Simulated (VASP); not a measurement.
Input of a VASP 6.6.1 run:

Contents of INCAR:

```
PREC = Accurate
ENCUT = 520
EDIFF = 1E-6
ISMEAR = 0
SIGMA = 0.05
LREAL = False
LASPH = True
NELM = 100
ALGO = Normal
ISIF = 2
LWAVE = False
LCHARG = False
GGA = PE
IVDW = 12
NBANDS = 16
```

KPOINTS

```
Automatic mesh
0
Gamma
  12 12 4
```

POSCAR

```
BN
1.0
    2.5061233057      0.0000000000      0.0000000000
   -1.2530616528      2.1703664477      0.0000000000
    0.0000000000      0.0000000000      6.5973571420
B N
2 2
Direct
    0.0000000000      0.0000000000      0.4563461559
    0.3333333333      0.6666666667      0.0000000000
    0.0000000000      0.0000000000      0.0000000000
    0.6666666667      0.3333333333      0.5000000000
```

Potentials or basis: VASP PAW PBE potentials, release 64 (B, N).

The run is started by

```sh
$ cat potpaw_PBE.64/B/POTCAR potpaw_PBE.64/N/POTCAR > POTCAR
$ mpirun -np 1 vasp_std > vasp.out
```

(1) Estimate the pressure.

(2) Estimate the dispersion energy per atom.

(3) What does it give for the largest force?

## Answers

(1) -2.4 GPa.

(2) -0.142 eV.

(3) 3.899 eV/Å.

Caveat: the cell differs from its parent crystal (atom 1 (B) moved by +0.000 Å along [1 2 0] and -0.288 Å along [0 0 1]); forces of over 1 eV/Å act on the atoms, so gaps and moduli don't describe the material at rest.
